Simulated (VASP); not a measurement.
# N in VASP: further runs, part 2 of 2

VASP 6.6.1.

**3. Single point, PBE (epitaxial xy strain +1.9%)**

File INCAR:

```
SYSTEM = N
PREC = Accurate
ENCUT = 520
EDIFF = 1E-6
ISMEAR = -1
SIGMA = 0.02
LREAL = .FALSE.
LASPH = .TRUE.
NELM = 80
ALGO = Normal
ISIF = 2
LWAVE = .FALSE.
LCHARG = .TRUE.
GGA = PE
LELF = .TRUE.
LVHAR = .TRUE.
NBANDS = 18
```

File KPOINTS:

```
Automatic mesh
0
G
  12 12 4
  0 0 0
```

File POSCAR:

```
N
1.0
    3.6466583217      0.0000000000      0.0000000000
   -1.8233291608      3.1580987455      0.0000000000
    0.0000000000      0.0000000000      7.5708304627
N
4
Direct
    0.3333333333      0.6666666667      0.3222423022
    0.3333333333      0.6666666667      0.1777576978
    0.6666666667      0.3333333333      0.8222423022
    0.6666666667      0.3333333333      0.6777576978
```

Potentials or basis: VASP PAW PBE potentials, release 64 (N).

Launch:

```console
cat potpaw_PBE.64/N/POTCAR > POTCAR
mpirun -np 1 vasp_std > vasp.out
```

OUTCAR:

```text
SYSTEM = N
   PREC = Accurate
   ENCUT = 520
   EDIFF = 1E-6
   ISMEAR = -1
   LREAL = .FALSE.
   LASPH = .TRUE.
   NELM = 80
   ISIF = 2
   GGA = PE

 ion  position               nearest neighbor table
   1  0.333  0.667  0.322-   2 1.09
   2  0.333  0.667  0.178-   1 1.09
   3  0.667  0.333  0.822-   4 1.09
   4  0.667  0.333  0.678-   3 1.09

  LATTYP: Found a hexagonal cell.
 ALAT       =     3.6466583217
 C/A-ratio  =     2.0761008559
[... 701 lines left out ...]

  FORCE on cell =-STRESS in cart. coord.  units (eV):
  Direction    XX          YY          ZZ          XY          YZ          ZX
  --------------------------------------------------------------------------------------
  -------------------------------------------------------------------------------------
  Total        0.3311338      0.3311338      6.9905210      0.0000000     -0.0000000      0.0000000
  in kB        6.0848495      6.0848495    128.4564245      0.0000000     -0.0000000      0.0000000
  external PRESSURE =      46.8753745 kB  Pullay stress =       0.0000000 kB

 VOLUME and BASIS-vectors are now :
 -----------------------------------------------------------------------------
  energy-cutoff  :      520.00
  volume of cell :       87.19
      direct lattice vectors                 reciprocal lattice vectors
     3.646658322  0.000000000  0.000000000     0.274223662  0.158323105  0.000000000
    -1.823329161  3.158098745  0.000000000     0.000000000  0.316646210  0.000000000
     0.000000000  0.000000000  7.570830463     0.000000000  0.000000000  0.132085906

 POSITION                                       TOTAL-FORCE (eV/Angst)
 -----------------------------------------------------------------------------------
     -0.00000      2.10540      2.43964         0.000000      0.000000      3.127311
     -0.00000      2.10540      1.34577        -0.000000     -0.000000     -3.127311
      1.82333      1.05270      6.22506        -0.000000      0.000000      3.127311
      1.82333      1.05270      5.13119         0.000000     -0.000000     -3.127311
 -----------------------------------------------------------------------------------
    total drift:                               -0.000000      0.000000      0.000000

  FREE ENERGIE OF THE ION-ELECTRON SYSTEM (eV)
  ---------------------------------------------------
  free  energy   TOTEN  =       -33.2157736022 eV

  energy  without entropy=      -33.2157736022  energy(sigma->0) =      -33.21577360
```

stdout:

```text
POSCAR found type information on POSCAR N
 POSCAR found :  1 types and       4 ions
 scaLAPACK will be used
 LDA part: xc-table for (Slater+PW92), standard interpolation
 POSCAR, INCAR and KPOINTS ok, starting setup
 FFT: planning ... GRIDC
 FFT: planning ... GRID_SOFT
 FFT: planning ... GRID
 WAVECAR not read
 entering main loop
```

Run time: 74 s. Hardware: 1 thread of Oxide Virtual Turin-like, shared host; peak memory 0.18 GiB.

Results:

```yaml
Free_energy: -33.2158 eV
Pressure: 4.7 GPa
Largest_force: 3.127 eV/Å
Band_gap_on_the_k_mesh: 7.07 eV (least direct gap 7.14 eV)
```

Forces on the atoms (eV/Å):
```
N    0.000  0.000  3.127
N    0.000  0.000 -3.127
N    0.000  0.000  3.127
N    0.000  0.000 -3.127
```

Levels at points of the mesh, in eV from the valence-band top:
| k point | band 7 | band 8 | band 9 | band 10 | band 11 | band 12 | band 13 | band 14 |
| --- | --- | --- | --- | --- | --- | --- | --- | --- |
| (0.00, 0.00, 0.00) | -1.52 | -1.52 | -1.17 | -0.04 | 8.35 | 8.35 | 8.62 | 8.62 |
| (0.50, 0.00, 0.00) | -1.74 | -1.65 | -0.41 | -0.06 | 7.07 | 7.71 | 7.99 | 8.58 |
| (0.00, 0.00, 0.50) | -1.55 | -1.55 | -0.55 | -0.55 | 8.48 | 8.48 | 8.48 | 8.48 |
| (0.50, 0.00, 0.50) | -1.69 | -1.69 | -0.27 | -0.27 | 7.41 | 7.41 | 8.28 | 8.28 |

Caveat: the cell differs from its parent crystal (epitaxial xy strain +1.9%); the standard files for N, O and F lose accuracy on very short bonds; the stress differs along the axes, from 1 to 13 GPa; this functional lacks dispersion, which holds the molecules together, so the pressure and a relaxed volume are unreliable; forces of over 1 eV/Å act on the atoms, so gaps and moduli don't describe the material at rest. A k mesh can miss the band edges.

**4. Single point, r2SCAN (strain -5.9%)**

File POSCAR:

```
N
1.0
    3.3706078979      0.0000000000      0.0000000000
   -1.6853039490      2.9190320658      0.0000000000
    0.0000000000      0.0000000000      7.1937217236
N
4
Direct
    0.3333333333      0.6666666667      0.3260037860
    0.3333333333      0.6666666667      0.1739962140
    0.6666666667      0.3333333333      0.8260037860
    0.6666666667      0.3333333333      0.6739962140
```

File INCAR.step1:

```
SYSTEM = N
ALGO     = Normal         ! electronic algorithm
EDIFF    = 1E-4           ! SCF threshold, eV
ENCUT    = 520            ! plane-wave cutoff, eV
GGA      = PE             ! functional
ISMEAR   = 0              ! smearing method
LASPH    = .True.         ! aspherical terms in the spheres
LCHARG   = .False.        ! write CHGCAR
LREAL    = .False.        ! projectors in reciprocal space
LWAVE    = .True.         ! write WAVECAR
NBANDS   = 18             ! bands
NELM     = 60             ! most SCF steps
PREC     = Accurate       ! precision mode
SIGMA    = 0.01           ! smearing width, eV
```

File INCAR.step2:

```
SYSTEM = N
ALGO     = Normal         ! electronic algorithm
EDIFF    = 1E-7           ! SCF threshold, eV
ENCUT    = 520            ! plane-wave cutoff, eV
ISIF     = 2              ! what is computed and relaxed
ISMEAR   = 0              ! smearing method
ISTART   = 1            
LASPH    = .True.         ! aspherical terms in the spheres
LCHARG   = .False.        ! write CHGCAR
LMIXTAU  = .True.       
LREAL    = .False.        ! projectors in reciprocal space
LWAVE    = .False.        ! write WAVECAR
METAGGA  = R2SCAN         ! meta-GGA
NBANDS   = 18             ! bands
NELM     = 60             ! most SCF steps
PREC     = Accurate       ! precision mode
SIGMA    = 0.01           ! smearing width, eV
```

File KPOINTS:

```
k-points
0
Gamma
  12 12 4
  0 0 0
```

Launch:

```console
cat potpaw_PBE.64/N/POTCAR > POTCAR
cp INCAR.step1 INCAR
mpirun -np 1 vasp_std > vasp.out
cp INCAR.step2 INCAR
mpirun -np 1 vasp_std > vasp.out
```

Run time: 8.6 min. Hardware: 1 thread of Oxide Virtual Turin-like, shared host; peak memory 0.19 GiB.

It converged, with:

```
Free energy            : -36.3417 eV
Pressure               : 4.8 GPa
Largest force          : 2.243 eV/Å
Band gap on the k mesh : 7.20 eV (least direct gap 7.30 eV)
```

Forces on the atoms (eV/Å):
```
N    0.000  0.000  2.243
N    0.000  0.000 -2.243
N    0.000  0.000  2.243
N    0.000  0.000 -2.243
```

Stress tensor (GPa, compression positive):
```
 1.06  0.00  0.00
 0.00  1.06  0.00
 0.00  0.00 12.13
```

Levels at points of the mesh, in eV from the valence-band top:
| k point | band 8 | band 9 | band 10 | band 11 | band 12 | band 13 |
| --- | --- | --- | --- | --- | --- | --- |
| (0.00, 0.00, 0.00) | -1.38 | -1.38 | -0.05 | 9.08 | 9.08 | 9.45 |
| (0.50, 0.00, 0.00) | -1.59 | -0.64 | -0.11 | 7.20 | 8.08 | 8.56 |
| (0.00, 0.00, 0.50) | -1.42 | -0.78 | -0.78 | 9.26 | 9.26 | 9.26 |
| (0.50, 0.00, 0.50) | -1.67 | -0.43 | -0.43 | 7.67 | 7.67 | 8.95 |

Caveat: the cell differs from its parent crystal (strain -5.9%); the standard files for N, O and F lose accuracy on very short bonds; the stress differs along the axes, from 1 to 12 GPa; the PAW data sets were made with another functional, which shifts forces and pressure a little.

**5. Single point, r2SCAN**

File POSCAR:

```
N
1.0
    3.5804205417      0.0000000000      0.0000000000
   -1.7902102708      3.1007351453      0.0000000000
    0.0000000000      0.0000000000      7.6415144716
N
4
Direct
    0.3333333333      0.6666666667      0.3215707846
    0.3333333333      0.6666666667      0.1784292154
    0.6666666667      0.3333333333      0.8215707846
    0.6666666667      0.3333333333      0.6784292154
```

File INCAR.step1:

```
SYSTEM = N
PREC = Accurate
ENCUT = 520
ISMEAR = 0
SIGMA = 0.01
LREAL = .FALSE.
LASPH = .TRUE.
NELM = 80
NBANDS = 18
GGA = PE
ALGO = Normal
EDIFF = 1E-4
LWAVE = .TRUE.
LCHARG = .FALSE.
```

File INCAR.step2:

```
SYSTEM = N
PREC = Accurate
ENCUT = 520
EDIFF = 1E-6
ISMEAR = 0
SIGMA = 0.01
LREAL = .FALSE.
LASPH = .TRUE.
NELM = 80
ALGO = Normal
ISIF = 2
LWAVE = .FALSE.
LCHARG = .TRUE.
METAGGA = R2SCAN
LMIXTAU = .TRUE.
LELF = .TRUE.
LVHAR = .TRUE.
NBANDS = 18
ISTART = 1
```

File KPOINTS:

```
regular mesh
0
G
  12 12 4
  0 0 0
```

Launch:

```console
cat potpaw_PBE.64/N/POTCAR > POTCAR
cp INCAR.step1 INCAR
mpirun -np 1 vasp_std > vasp.out
cp INCAR.step2 INCAR
mpirun -np 1 vasp_std > vasp.out
```

Run time: 7.8 min. Hardware: 1 thread of Oxide Virtual Turin-like, shared host; peak memory 0.2 GiB.

The run converged. Its results:

| Property | Result |
| --- | --- |
| Free energy | -36.4183 eV |
| Pressure | 3.1 GPa |
| Largest force | 2.245 eV/Å |
| Band gap on the k mesh | 7.70 eV (least direct gap 7.75 eV) |

Forces on the atoms (eV/Å):
```
N    0.000  0.000  2.245
N    0.000  0.000 -2.245
N    0.000  0.000  2.245
N    0.000  0.000 -2.245
```

Stress tensor (GPa, compression positive):
```
0.02 0.00 0.00
0.00 0.02 0.00
0.00 0.00 9.19
```

Levels at points of the mesh, in eV from the valence-band top:
```tsv
k point	band 8	band 9	band 10	band 11	band 12	band 13
(0.00, 0.00, 0.00)	-1.36	-1.17	-0.06	9.14	9.14	9.41
(0.50, 0.00, 0.00)	-1.50	-0.40	-0.05	7.70	8.35	8.76
(0.00, 0.00, 0.50)	-1.38	-0.56	-0.56	9.27	9.27	9.27
(0.50, 0.00, 0.50)	-1.55	-0.25	-0.25	8.04	8.04	9.04
```

Caveat: the standard files for N, O and F lose accuracy on very short bonds; the stress differs along the axes, from 0 to 9 GPa; the PAW data sets were made with another functional, which shifts forces and pressure a little. A k mesh can miss the band edges.

**6. Single point, PBE (uniaxial y strain -1.5%)**

File INCAR:

```
SYSTEM = N
PREC     = Accurate       ! precision mode
ENCUT    = 520            ! plane-wave cutoff, eV
EDIFF    = 1E-6           ! SCF threshold, eV
ISMEAR   = -1             ! smearing method
SIGMA    = 0.02           ! smearing width, eV
LREAL    = .FALSE.        ! projectors in reciprocal space
LASPH    = .TRUE.         ! aspherical terms in the spheres
NELM     = 80             ! most SCF steps
ALGO     = Normal         ! electronic algorithm
ISIF     = 2              ! what is computed and relaxed
LWAVE    = .FALSE.        ! write WAVECAR
LCHARG   = .FALSE.        ! write CHGCAR
GGA      = PE             ! functional
NBANDS   = 18             ! bands
```

KPOINTS is that of step 5.

File POSCAR:

```
N
1.0
    3.5804205417      0.0000000000      0.0000000000
   -1.7902102708      3.0529838241      0.0000000000
    0.0000000000      0.0000000000      7.6415144716
N
4
Direct
    0.3333333333      0.6666666667      0.3215707846
    0.3333333333      0.6666666667      0.1784292154
    0.6666666666      0.3333333333      0.8215707846
    0.6666666666      0.3333333333      0.6784292154
```

Potentials or basis: VASP PAW PBE potentials, release 64 (N).

Launch:

```console
cat potpaw_PBE.64/N/POTCAR > POTCAR
mpirun -np 1 vasp_std > vasp.out
```

Run time: 3.2 min. Hardware: 1 thread of Oxide Virtual Turin-like, shared host; peak memory 0.24 GiB.

It converged, with:

| Quantity | Value |
| --- | --- |
| Free energy | -33.1914 eV |
| Pressure | 5.1 GPa |
| Largest force | 3.126 eV/Å |
| Band gap on the k mesh | 7.00 eV (least direct gap 7.05 eV) |

Forces on the atoms (eV/Å):
```
N    0.000 -0.001  3.126
N    0.000 -0.001 -3.126
N    0.000  0.001  3.126
N    0.000  0.001 -3.126
```

Stress tensor (GPa, compression positive):
```
 0.86  0.00  0.00
 0.00  0.94  0.00
 0.00  0.00 13.45
```

Levels at points of the mesh, in eV from the valence-band top:
```csv
k point,band 6,band 7,band 8,band 9,band 10,band 11,band 12,band 13,band 14,band 15
"(0.00, 0.00, 0.00)",-1.51,-1.48,-1.46,-1.23,-0.08,8.42,8.44,8.67,8.69,11.09
"(0.50, 0.00, 0.00)",-2.30,-1.70,-1.62,-0.41,-0.05,7.00,7.62,8.07,8.61,12.90
"(0.00, 0.50, 0.00)",-2.30,-1.74,-1.64,-0.39,-0.05,7.00,7.62,8.02,8.58,12.94
"(0.00, 0.00, 0.50)",-1.51,-1.49,-1.49,-0.59,-0.59,8.54,8.54,8.56,8.56,11.15
"(0.50, 0.00, 0.50)",-2.30,-1.66,-1.66,-0.26,-0.26,7.33,7.33,8.33,8.33,13.58
"(0.00, 0.50, 0.50)",-2.31,-1.69,-1.69,-0.24,-0.24,7.33,7.33,8.29,8.29,13.67
```

Caveat: the cell differs from its parent crystal (uniaxial y strain -1.5%); the standard files for N, O and F lose accuracy on very short bonds; the stress differs along the axes, from 1 to 13 GPa; this functional lacks dispersion, which holds the molecules together, so the pressure and a relaxed volume are unreliable; forces of over 1 eV/Å act on the atoms, so gaps and moduli don't describe the material at rest.

**7. Single point, r2SCAN (uniaxial y strain -1.5%)**

POSCAR is that of step 6.

File INCAR.step1:

```
ALGO     = Normal         # electronic algorithm
EDIFF    = 1E-4           # SCF threshold, eV
ENCUT    = 520            # plane-wave cutoff, eV
GGA      = PE             # functional
ISMEAR   = 0              # smearing method
LASPH    = True           # aspherical terms in the spheres
LCHARG   = False          # write CHGCAR
LREAL    = False          # projectors in reciprocal space
LWAVE    = True           # write WAVECAR
NBANDS   = 18             # bands
NELM     = 80             # most SCF steps
PREC     = Accurate       # precision mode
SIGMA    = 0.01           # smearing width, eV
```

File INCAR.step2:

```
ALGO     = Normal         # electronic algorithm
EDIFF    = 1E-7           # SCF threshold, eV
ENCUT    = 520            # plane-wave cutoff, eV
ISIF     = 2              # what is computed and relaxed
ISMEAR   = 0              # smearing method
ISTART   = 1            
LASPH    = True           # aspherical terms in the spheres
LCHARG   = False          # write CHGCAR
LMIXTAU  = True         
LREAL    = False          # projectors in reciprocal space
LWAVE    = False          # write WAVECAR
METAGGA  = R2SCAN         # meta-GGA
NBANDS   = 18             # bands
NELM     = 80             # most SCF steps
PREC     = Accurate       # precision mode
SIGMA    = 0.01           # smearing width, eV
```

File KPOINTS:

```
k-points
0
Gamma
  12 12 4
```

Launch:

```console
cat potpaw_PBE.64/N/POTCAR > POTCAR
cp INCAR.step1 INCAR
mpirun -np 1 vasp_std > vasp.out
cp INCAR.step2 INCAR
mpirun -np 1 vasp_std > vasp.out
```

It took 23 min on 1 thread of Oxide Virtual Turin-like, shared host; peak memory 0.26 GiB.

Results (log left out):

```yaml
Free_energy: -36.4145 eV
Pressure: 3.2 GPa
Largest_force: 2.244 eV/Å
Band_gap_on_the_k_mesh: 7.66 eV (least direct gap 7.72 eV)
```

Forces in eV/Å, atoms in the order of the input:
```
N    0.000 -0.001  2.244
N    0.000 -0.001 -2.244
N    0.000  0.001  2.244
N    0.000  0.001 -2.244
```

Stress tensor (GPa, compression positive):
```
0.05 0.00 0.00
0.00 0.12 0.00
0.00 0.00 9.35
```

Levels at points of the mesh, in eV from the valence-band top:
```csv
k point,band 8,band 9,band 10,band 11,band 12,band 13
"(0.00, 0.00, 0.00)",-1.34,-1.21,-0.07,9.15,9.17,9.41
"(0.50, 0.00, 0.00)",-1.49,-0.41,-0.05,7.66,8.32,8.78
"(0.00, 0.50, 0.00)",-1.52,-0.39,-0.05,7.67,8.32,8.73
"(0.00, 0.00, 0.50)",-1.36,-0.59,-0.59,9.28,9.28,9.30
"(0.50, 0.00, 0.50)",-1.54,-0.26,-0.26,8.01,8.01,9.06
"(0.00, 0.50, 0.50)",-1.57,-0.24,-0.24,8.01,8.01,9.01
```

Caveat: the cell differs from its parent crystal (uniaxial y strain -1.5%); the standard files for N, O and F lose accuracy on very short bonds; the stress differs along the axes, from 0 to 9 GPa; the PAW data sets were made with another functional, which shifts forces and pressure a little.

**8. Summary**

```csv
level,cell,smearing,gap on the mesh (eV),pressure (GPa),largest force (eV/Å)
PBE,"a = 3.580, b = 3.580, c = 7.642 Å, angles 90.0, 90.0, 120.0°, 4 atoms, atomic positions A",fermi-dirac 0.02 eV,7.03,4.9,3.13
PBE,"a = 3.647, b = 3.647, c = 7.571 Å, angles 90.0, 90.0, 120.0°, 4 atoms, atomic positions B",fermi-dirac 0.02 eV,7.07,4.7,3.13
r2SCAN,"a = 3.371, b = 3.371, c = 7.194 Å, angles 90.0, 90.0, 120.0°, 4 atoms, atomic positions C",gaussian 0.01 eV,7.20,4.8,2.24
r2SCAN,"a = 3.580, b = 3.580, c = 7.642 Å, angles 90.0, 90.0, 120.0°, 4 atoms, atomic positions A",gaussian 0.01 eV,7.70,3.1,2.25
PBE,"a = 3.580, b = 3.539, c = 7.642 Å, angles 90.0, 90.0, 120.4°, 4 atoms, atomic positions A",fermi-dirac 0.02 eV,7.00,5.1,3.13
r2SCAN,"a = 3.580, b = 3.539, c = 7.642 Å, angles 90.0, 90.0, 120.4°, 4 atoms, atomic positions A",gaussian 0.01 eV,7.66,3.2,2.24
```

Alike in all rows: task single point; potentials or basis VASP PAW PBE potentials, release 64 (N); no spin polarisation; k mesh 12 × 12 × 4; cutoff (eV) 520.

Caveats: the standard files for N, O and F lose accuracy on very short bonds; the stress differs along the axes, from 1 to 13 GPa (at least some runs); this functional lacks dispersion, which holds the molecules together, so the pressure and a relaxed volume are unreliable (at least some runs); forces of over 1 eV/Å act on the atoms, so gaps and moduli don't describe the material at rest (at least some runs); the PAW data sets were made with another functional, which shifts forces and pressure a little (at least some runs); the stress differs along the axes, from 0 to 9 GPa (at least some runs); the stress differs along the axes, from 1 to 12 GPa (at least some runs).

Total energies depend on the potentials used, so only differences within one code and one set of settings carry meaning.
